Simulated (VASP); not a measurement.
Wanted: the native input for a VASP 6.6.1 run.

```
Task                   : single point
Functional             : LDA
Potentials or basis    : VASP PAW LDA potentials, release 64 (Si, C)
Cutoff                 : 520 eV
k mesh                 : 10 × 10 × 10
Occupations            : fermi-dirac, width 0.02 eV
Spin                   : no spin polarisation
Dipole correction      : no
Further INCAR settings : ALGO = Normal; EDIFF = 1e-06; NBANDS = 11
```

The structure of SiC lies in POSCAR:

```
SiC
1.0
    0.0000000000      2.1644869219      2.1644869219
    2.1644869219      0.0000000000      2.1644869219
    2.1644869219      2.1644869219      0.0000000000
Si C
1 1
Direct
    0.2500000000      0.2500000000      0.2500000000
    0.0000000000      0.0000000000      0.0000000000
```

The input as run:

INCAR

```
  PREC = Accurate
  ENCUT = 520
  EDIFF = 1E-6
  ISMEAR = -1
  SIGMA = 0.02
  LREAL = False
  LASPH = True
  NELM = 80
  ALGO = Normal
  ISIF = 2
  LWAVE = False
  LCHARG = False
  GGA = CA
  NBANDS = 11
```

KPOINTS

```
regular mesh
0
Gamma
  10 10 10
```

Potentials or basis: VASP PAW LDA potentials, release 64 (Si, C).

Command:

```sh
$ cat potpaw_LDA.64/Si/POTCAR potpaw_LDA.64/C/POTCAR > POTCAR
$ mpirun -np 1 vasp_std > vasp.out
```

Results of the run:

The pressure is 0.4 GPa and the band gap on the k mesh is 1.29 eV, indirect (least direct gap 4.52 eV).

Wall time 3.2 s on 1 thread of Intel Xeon 6975P-C (shared host), peak memory 0.13 GiB.
